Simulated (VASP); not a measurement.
# In (P6/mmm) in VASP: further runs

The runs below take In through relaxation of cell and atoms, single point, with PBEsol.

All numbers are computed with VASP 6.6.1; they aren't measurements. Logs are shortened: lines on timing, memory, paths and dates and some standing lists are left out, and cuts for length are marked.

## 1. The cell of the first run

Symmetry: P6/mmm, No. 191, hexagonal system. The conventional cell has a = 5.315 Å, b = 5.315 Å, c = 3.172 Å, α = 90.00°, β = 90.00°, γ = 120.00°. Within 4.2 Å of In (site symmetry 6/mmm) lie 14 In at 3.17 to 3.45 Å. Within 4.0 Å of In (site symmetry -6m2) lie 11 In at 3.07 to 3.45 Å.

This isn't the form of In at room conditions, which is tetragonal.

## 2. Relaxation of cell and atoms, PBEsol

INCAR reads:

```
SYSTEM = In
PREC = Accurate
ENCUT = 500
EDIFF = 1E-7
ISMEAR = 0
SIGMA = 0.1
LREAL = .False.
LASPH = .True.
NELM = 120
ALGO = Normal
ISIF = 3
LWAVE = .False.
LCHARG = .False.
GGA = PS
IBRION = 2
NSW = 100
EDIFFG = -0.01
GGA_COMPAT = .False.
NELMIN = 4
```

KPOINTS reads:

```
Automatic mesh
0
Gamma
  12 12 14
  0 0 0
```

POSCAR reads:

```
In
1.0
    5.3153418861      0.0000000000      0.0000000000
   -2.6576709431      4.6032211032      0.0000000000
    0.0000000000      0.0000000000      3.1724943487
In
3
Direct
    0.0000000000      0.0000000000      0.0000000000
    0.3333333333      0.6666666667      0.5000000000
    0.6666666667      0.3333333333      0.5000000000
```

Potentials or basis: VASP PAW PBE potentials, release 64 (In_d).

Run with:

```console
cat potpaw_PBE.64/In_d/POTCAR > POTCAR
mpirun -np 1 vasp_std > vasp.out
```

OUTCAR:

```text
SYSTEM = In
   PREC = Accurate
   ENCUT = 500
   EDIFF = 1E-7
   ISMEAR = 0
   LREAL = .False.
   LASPH = .True.
   NELM = 120
   ISIF = 3
   GGA = PS
   IBRION = 2
   NSW = 100
   EDIFFG = -0.01
   NELMIN = 4

 ion  position               nearest neighbor table
   1  0.000  0.000  0.000-   2 3.45   3 3.45   2 3.45   3 3.45   3 3.45   3 3.45   2 3.45   2 3.45
                             3 3.45   3 3.45   2 3.45   2 3.45
   2  0.333  0.667  0.500-   3 3.07   3 3.07   3 3.07   1 3.45   1 3.45   1 3.45   1 3.45   1 3.45
                             1 3.45
   3  0.667  0.333  0.500-   2 3.07   2 3.07   2 3.07   1 3.45   1 3.45   1 3.45   1 3.45   1 3.45
                             1 3.45

  LATTYP: Found a hexagonal cell.
 ALAT       =     5.3153418861
 C/A-ratio  =     0.5968561227

  Lattice vectors:

 A1 = (   5.3153418861,   0.0000000000,   0.0000000000)
 A2 = (  -2.6576709431,   4.6032211032,   0.0000000000)
 A3 = (   0.0000000000,   0.0000000000,   3.1724943487)

Analysis of symmetry for initial positions (statically):
=====================================================================
 Subroutine PRICEL returns:
 Original cell was already a primitive cell.

 Routine SETGRP: Setting up the symmetry group for a
 hexagonal supercell.

 Subroutine GETGRP returns: Found 24 space group operations
 (whereof 24 operations were pure point group operations)
 out of a pool of 24 trial point group operations.

The static configuration has the point symmetry D_6h.

Analysis of symmetry for dynamics (positions and initial velocities):
=====================================================================
 Subroutine PRICEL returns:
 Original cell was already a primitive cell.

 Routine SETGRP: Setting up the symmetry group for a
 hexagonal supercell.

 Subroutine GETGRP returns: Found 24 space group operations
 (whereof 24 operations were pure point group operations)
 out of a pool of 24 trial point group operations.

The dynamic configuration has the point symmetry D_6h.

 Subroutine INISYM returns: Found 24 space group operations
 (whereof 24 operations are pure point group operations),
 and found     1 'primitive' translations

----------------------------------------------------------------------------------------

                                     Primitive cell

  volume of cell :      77.6236

  direct lattice vectors                    reciprocal lattice vectors
     5.315341886  0.000000000  0.000000000     0.188134653  0.108619592  0.000000000
    -2.657670943  4.603221103  0.000000000     0.000000000  0.217239185  0.000000000
     0.000000000  0.000000000  3.172494349     0.000000000  0.000000000  0.315209387

  length of vectors
     5.315341886  5.315341886  3.172494349     0.217239185  0.217239185  0.315209387

  position of ions in fractional coordinates (direct lattice)
     0.000000000  0.000000000  0.000000000
     0.333333333  0.666666667  0.500000000
     0.666666667  0.333333333  0.500000000

  ion indices of the primitive-cell ions
   primitive index   ion index
                 1           1
                 2           2
                 3           3

----------------------------------------------------------------------------------------

 KPOINTS: Automatic mesh

Automatic generation of k-mesh.
 Grid dimensions read from file:
 generate k-points for:   12   12   14

 Generating k-lattice:

  Cartesian coordinates                     Fractional coordinates (reciprocal lattice)
     0.015677888  0.009051633  0.000000000     0.083333333  0.000000000  0.000000000
     0.000000000  0.018103265  0.000000000     0.000000000  0.083333333  0.000000000
     0.000000000  0.000000000  0.022514956     0.000000000  0.000000000  0.071428571

  Length of vectors
     0.018103265  0.018103265  0.022514956

  Shift w.r.t. Gamma in fractional coordinates (k-lattice)
     0.000000000  0.000000000  0.000000000

 Subroutine IBZKPT returns following result:
 ===========================================

 Found    152 irreducible k-points:

 Following reciprocal coordinates:
            Coordinates               Weight
  0.000000  0.000000  0.000000      1.000000
  0.083333  0.000000  0.000000      6.000000
  0.166667  0.000000  0.000000      6.000000
  0.250000  0.000000  0.000000      6.000000
  0.333333  0.000000  0.000000      6.000000
  0.416667  0.000000  0.000000      6.000000
[... 16 lines left out ...]
  0.250000  0.000000  0.071429     12.000000
  0.333333  0.000000  0.071429     12.000000
 [... further k-points ...]
   k-points           NKPTS =    152   k-points in BZ     NKDIM =    152   number of bands    NBANDS=     23
   number of dos      NEDOS =    301   number of ions     NIONS =      3
   total plane-waves  NPLWV =  38400
   dimension x,y,z NGX =    40 NGY =   40 NGZ =   24
   dimension x,y,z NGXF=    80 NGYF=   80 NGZF=   48
   ions per type =               3
   NGX,Y,Z   is equivalent  to a cutoff of  12.51, 12.51, 12.58 a.u.
   NGXF,Y,Z  is equivalent  to a cutoff of  25.02, 25.02, 25.15 a.u.
 SYSTEM =  In
   PREC   = accura    normal or accurate (medium, high low for compatibility)
   ISTART =      0    job   : 0-new  1-cont  2-samecut
   ICHARG =      2    charge: 1-file 2-atom 10-const
   ISPIN  =      1    spin polarized calculation?
   LNONCOLLINEAR =      F non collinear calculations
   LSORBIT =      F    spin-orbit coupling
   LASPH  =      T    aspherical Exc in radial PAW
   ENCUT  =  500.0 eV  36.75 Ry    6.06 a.u.   9.69  9.69  5.78*2*pi/ulx,y,z
   NELM   =    120;   NELMIN=  4; NELMDL= -5     # of ELM steps
   EDIFF  = 0.1E-06   stopping-criterion for ELM
   LREAL  =      F    real-space projection
   EDIFFG = -.1E-01   stopping-criterion for IOM
   NSW    =    100    number of steps for IOM
   IBRION =      2    ionic relax: 0-MD 1-quasi-New 2-CG
   NFREE  =      1    steps in history (QN), initial steepest desc. (CG)
   ISIF   =      3    stress and relaxation
   ISYM   =      2    0-nonsym 1-usesym 2-fastsym
   POTIM  = 0.5000    time-step for ionic-motion
   TEBEG  =    0.0;   TEEND  =   0.0 temperature during run
   PSTRESS=    0.0 pullay stress
   NELECT =      39.0000    total number of electrons
   NUPDOWN=      -1.0000    fix difference up-down
   EMIN   =  10.00;   EMAX   =-10.00  energy-range for DOS
   EFERMI =   0.00;   METHOD = LEGACY
   ISMEAR =     0;   SIGMA  =   0.10  broadening in eV -4-tet -1-fermi 0-gaus
   EFERMI_NEDOS =   21; number of points for ismear=-14 and -15
   IALGO  =     38    algorithm
   IMIX   =      4    mixing-type and parameters
     AMIX     =   0.40;   BMIX     =  1.00
     AMIX_MAG =   1.60;   BMIX_MAG =  1.00
  volume/ion in A,a.u.               =      25.87       174.61
  Fermi-wavevector in a.u.,A,eV,Ry     =   1.301463  2.459408 23.045619  1.693805
  Thomas-Fermi vector in A             =   2.432595
   LORBIT       =      0    0 simple, 1 ext, 2 COOP (PROOUT), +10 PAW based schemes
   GGA     = PS    functional components
   LHFCALC =     F    Hartree Fock is set to
   AEXX    =    0.0000 exact exchange contribution
   IVDW    =     0    specifies the selected vdW correction
   LEPSILON=     F    determine dielectric tensor
   LRPA    =     F    only Hartree local field effects (RPA)
 conjugate gradient relaxation of ions
 non-spin polarized calculation
 Gauss-broadening in eV      SIGMA  =   0.10
  energy-cutoff  :      500.00
  volume of cell :       77.62
 maximum number of plane-waves:      2000
 NGX is ok and might be reduce to    40
   NGX = 19   NGY = 19   NGZ = 11

--------------------------------------- Ionic step        1  -------------------------------------------

 number of electron      39.0000016 magnetization

 Free energy of the ion-electron system (eV)
  ---------------------------------------------------
  ext. energy  EPLUGINS =         0.00000000
  ---------------------------------------------------
  free energy    TOTEN  =        -8.88113652 eV

  energy without entropy =       -8.87286249  energy(sigma->0) =       -8.87699951

------------------------ aborting loop because EDIFF is reached ----------------------------------------

  FORCE on cell =-STRESS in cart. coord.  units (eV):
  Direction    XX          YY          ZZ          XY          YZ          ZX
  --------------------------------------------------------------------------------------
  -------------------------------------------------------------------------------------
  Total        0.0237006      0.0237006      0.0403588     -0.0000000      0.0000000     -0.0000000
  in kB        0.4891891      0.4891891      0.8330196     -0.0000000      0.0000000     -0.0000000
  external PRESSURE =       0.6037993 kB  Pullay stress =       0.0000000 kB

 VOLUME and BASIS-vectors are now :
 -----------------------------------------------------------------------------
  energy-cutoff  :      500.00
  volume of cell :       77.62
      direct lattice vectors                 reciprocal lattice vectors
     5.315341886  0.000000000  0.000000000     0.188134653  0.108619592  0.000000000
    -2.657670943  4.603221103  0.000000000     0.000000000  0.217239185  0.000000000
     0.000000000  0.000000000  3.172494349     0.000000000  0.000000000  0.315209387

 POSITION                                       TOTAL-FORCE (eV/Angst)
 -----------------------------------------------------------------------------------
      0.00000      0.00000      0.00000         0.000000      0.000000      0.000000
     -0.00000      3.06881      1.58625         0.000000     -0.000000      0.000000
      2.65767      1.53441      1.58625        -0.000000      0.000000     -0.000000
 -----------------------------------------------------------------------------------
    total drift:                               -0.000000      0.000000      0.000000

  FREE ENERGIE OF THE ION-ELECTRON SYSTEM (eV)
  ---------------------------------------------------
  free  energy   TOTEN  =        -8.8811365246 eV

  energy  without entropy=       -8.8728624922  energy(sigma->0) =       -8.87699951

--------------------------------------- Ionic step        2  -------------------------------------------

 number of electron      39.0000017 magnetization

 Free energy of the ion-electron system (eV)
  ---------------------------------------------------
  ext. energy  EPLUGINS =         0.00000000
  ---------------------------------------------------
  free energy    TOTEN  =        -8.88115927 eV

  energy without entropy =       -8.87287432  energy(sigma->0) =       -8.87701680

 E-fermi :   7.4274     XC(G=0): -10.4469

 val. band max:        7.4183873007   @ k =   0.0833   0.0833   0.2857
 cond. band min:       7.4340194921   @ k =   0.0833   0.0000   0.1429
 fundamental gap:      0.0156321914
 Fermi energy:         7.4274251553

 k-point     1 :       0.0000    0.0000    0.0000
  band No.  band energies     occupation
      1      -7.3839      2.00000
      2      -7.1623      2.00000
      3      -7.1418      2.00000
      4      -7.1053      2.00000
      5      -7.1053      2.00000
      6      -6.9630      2.00000
[... 15 lines left out ...]
     22       6.4084      2.00000
     23      12.8260      0.00000

 k-point     2 :       0.0833    0.0000    0.0000
  band No.  band energies     occupation
      1      -7.3806      2.00000
      2      -7.1644      2.00000
      3      -7.1577      2.00000
      4      -7.1178      2.00000
      5      -7.0982      2.00000
      6      -6.9918      2.00000
[... 15 lines left out ...]
     22       7.3885      1.41769
     23      12.8901      0.00000
[... 544 lines left out ...]
     22      10.2146      0.00000
     23      12.3752      0.00000

 k-point    24 :       0.3333    0.0000    0.0714
  band No.  band energies     occupation
      1      -7.3231      2.00000
      2      -7.2515      2.00000
      3      -7.2009      2.00000
      4      -7.1700      2.00000
      5      -7.1098      2.00000
      6      -7.0385      2.00000
[... 15 lines left out ...]
     22      11.6544      0.00000
     23      12.7987      0.00000

 [... further k-points ...]

------------------------ aborting loop because EDIFF is reached ----------------------------------------

  FORCE on cell =-STRESS in cart. coord.  units (eV):
  Direction    XX          YY          ZZ          XY          YZ          ZX
  --------------------------------------------------------------------------------------
  -------------------------------------------------------------------------------------
  Total       -0.0049114     -0.0049114      0.0099415      0.0000000      0.0000000      0.0000000
  in kB       -0.1012303     -0.1012303      0.2049073      0.0000000      0.0000000      0.0000000
  external PRESSURE =       0.0008156 kB  Pullay stress =       0.0000000 kB

 VOLUME and BASIS-vectors are now :
 -----------------------------------------------------------------------------
  energy-cutoff  :      500.00
  volume of cell :       77.73
      direct lattice vectors                 reciprocal lattice vectors
     5.317367708 -0.000000000 -0.000000000     0.188062977  0.108578210 -0.000000000
    -2.658683854  4.604975516 -0.000000000     0.000000000  0.217156421 -0.000000000
     0.000000000  0.000000000  3.174553315     0.000000000  0.000000000  0.315004947

 POSITION                                       TOTAL-FORCE (eV/Angst)
 -----------------------------------------------------------------------------------
      0.00000      0.00000      0.00000        -0.000000      0.000000      0.000000
     -0.00000      3.06998      1.58728         0.000000     -0.000000     -0.000000
      2.65868      1.53499      1.58728        -0.000000      0.000000      0.000000
 -----------------------------------------------------------------------------------
    total drift:                               -0.000000      0.000000      0.000000

  FREE ENERGIE OF THE ION-ELECTRON SYSTEM (eV)
  ---------------------------------------------------
  free  energy   TOTEN  =        -8.8811592741 eV

  energy  without entropy=       -8.8728743222  energy(sigma->0) =       -8.87701680

 reached required accuracy - stopping structural energy minimisation
```

It took 1.8 min on 1 thread of Intel Xeon 6975P-C (Granite Rapids), shared host; peak memory 0.33 GiB.

Results:

| Item | Value |
| --- | --- |
| Free energy | -8.8812 eV |
| Relaxed volume | 25.91 Å³/atom |
| Relaxed cell | a = 5.317 Å, b = 5.317 Å, c = 3.175 Å, α = 90.00°, β = 90.00°, γ = 120.00° |
| Space group after relaxing (to 0.1 Å) | P6/mmm (No. 191) |
| Energy gained by relaxing | 0.0 meV/atom |
| Ionic steps | 2 |
| Pressure after relaxing | 0.0 GPa |
| Band gap on the k mesh | zero (an odd number of electrons rules out a gap without spin polarisation) |

Final structure:
```
In
1.0
     5.31737    0.00000    0.00000
    -2.65868    4.60498    0.00000
     0.00000    0.00000    3.17455
In
3
Cartesian
  0.0000 0.0000 0.0000
  0.0000 3.0700 1.5873
  2.6587 1.5350 1.5873
```

Caveat: the PAW data sets were made with another functional, which shifts forces and pressure a little; spin-orbit coupling is left out, which moves the levels of the heavy elements.

## 3. Single point, PBEsol

INCAR reads:

```
SYSTEM = In
  ALGO = Normal
  EDIFF = 1E-6
  ENCUT = 500
  GGA = PS
  GGA_COMPAT = .FALSE.
  ISIF = 2
  ISMEAR = 0
  LASPH = .TRUE.
  LCHARG = .TRUE.
  LELF = .TRUE.
  LREAL = .FALSE.
  LVHAR = .TRUE.
  LWAVE = .FALSE.
  NBANDS = 26
  NELM = 120
  PREC = Accurate
  SIGMA = 0.1
```

KPOINTS reads:

```
k-points
0
G
  6 6 6
  0 0 0
```

POSCAR is that of step 2.

Potentials or basis: VASP PAW PBE potentials, release 64 (In_d).

Run with:

```console
cat potpaw_PBE.64/In_d/POTCAR > POTCAR
mpirun -np 1 vasp_std > vasp.out
```

OUTCAR:

```text
SYSTEM = In
   EDIFF = 1E-6
   ENCUT = 500
   GGA = PS
   ISIF = 2
   ISMEAR = 0
   LASPH = .TRUE.
   LREAL = .FALSE.
   NELM = 120
   PREC = Accurate

 ion  position               nearest neighbor table
   1  0.000  0.000  0.000-   2 3.45   3 3.45   2 3.45   3 3.45   3 3.45   3 3.45   2 3.45   2 3.45
                             3 3.45   3 3.45   2 3.45   2 3.45
   2  0.333  0.667  0.500-   3 3.07   3 3.07   3 3.07   1 3.45   1 3.45   1 3.45   1 3.45   1 3.45
                             1 3.45
   3  0.667  0.333  0.500-   2 3.07   2 3.07   2 3.07   1 3.45   1 3.45   1 3.45   1 3.45   1 3.45
                             1 3.45

[... 896 lines left out ...]
  --------------------------------------------------------------------------------------
  -------------------------------------------------------------------------------------
  Total       -0.0564765     -0.0564765      0.0288050      0.0000000      0.0000000      0.0000000
  in kB       -1.1656935     -1.1656935      0.5945439      0.0000000      0.0000000      0.0000000
  external PRESSURE =      -0.5789477 kB  Pullay stress =       0.0000000 kB

 VOLUME and BASIS-vectors are now :
 -----------------------------------------------------------------------------
  energy-cutoff  :      500.00
  volume of cell :       77.62
      direct lattice vectors                 reciprocal lattice vectors
     5.315341886  0.000000000  0.000000000     0.188134653  0.108619592  0.000000000
    -2.657670943  4.603221103  0.000000000     0.000000000  0.217239185  0.000000000
     0.000000000  0.000000000  3.172494349     0.000000000  0.000000000  0.315209387

 POSITION                                       TOTAL-FORCE (eV/Angst)
 -----------------------------------------------------------------------------------
      0.00000      0.00000      0.00000        -0.000000      0.000000      0.000000
     -0.00000      3.06881      1.58625        -0.000000      0.000000      0.000000
      2.65767      1.53441      1.58625         0.000000     -0.000000      0.000000
 -----------------------------------------------------------------------------------
    total drift:                               -0.000000      0.000000      0.000000

  FREE ENERGIE OF THE ION-ELECTRON SYSTEM (eV)
  ---------------------------------------------------
  free  energy   TOTEN  =        -8.9419592722 eV

  energy  without entropy=       -8.9370444874  energy(sigma->0) =       -8.93950188
```

OSZICAR:

```text
N       E                     dE             d eps       ncg     rms          rms(c)
DAV:   1     0.344531995023E+03    0.34453E+03   -0.18399E+04  1456   0.200E+03
DAV:   2     0.199651922533E+02   -0.32457E+03   -0.32010E+03  1456   0.434E+02
DAV:   3    -0.812943919553E+01   -0.28095E+02   -0.27880E+02  1772   0.157E+02
DAV:   4    -0.902692354914E+01   -0.89748E+00   -0.89697E+00  1770   0.313E+01
DAV:   5    -0.907659834011E+01   -0.49675E-01   -0.49673E-01  2374   0.550E+00    0.414E+00
DAV:   6    -0.896501826256E+01    0.11158E+00   -0.21837E-01  1880   0.706E+00    0.195E+00
DAV:   7    -0.894384028926E+01    0.21178E-01   -0.62478E-02  1956   0.334E+00    0.454E-01
DAV:   8    -0.894195173078E+01    0.18886E-02   -0.40497E-03  1714   0.867E-01    0.512E-02
DAV:   9    -0.894195679559E+01   -0.50648E-05   -0.26816E-04  2178   0.199E-01    0.418E-02
DAV:  10    -0.894195895011E+01   -0.21545E-05   -0.18621E-05  2138   0.681E-02    0.552E-03
DAV:  11    -0.894195927221E+01   -0.32210E-06   -0.10547E-06   896   0.165E-02
   1 F= -.89419593E+01 E0= -.89395019E+01  d E =-.491478E-02
```

Run time: 34 s. Hardware: 1 thread of AMD EPYC 7R13 (Zen 3), shared host; peak memory 0.17 GiB.

Results:

```
Free energy            : -8.9420 eV
Pressure               : -0.1 GPa
Band gap on the k mesh : zero (an odd number of electrons rules out a gap without spin polarisation)
```

Caveat: the PAW data sets were made with another functional, which shifts forces and pressure a little; spin-orbit coupling is left out, which moves the levels of the heavy elements.
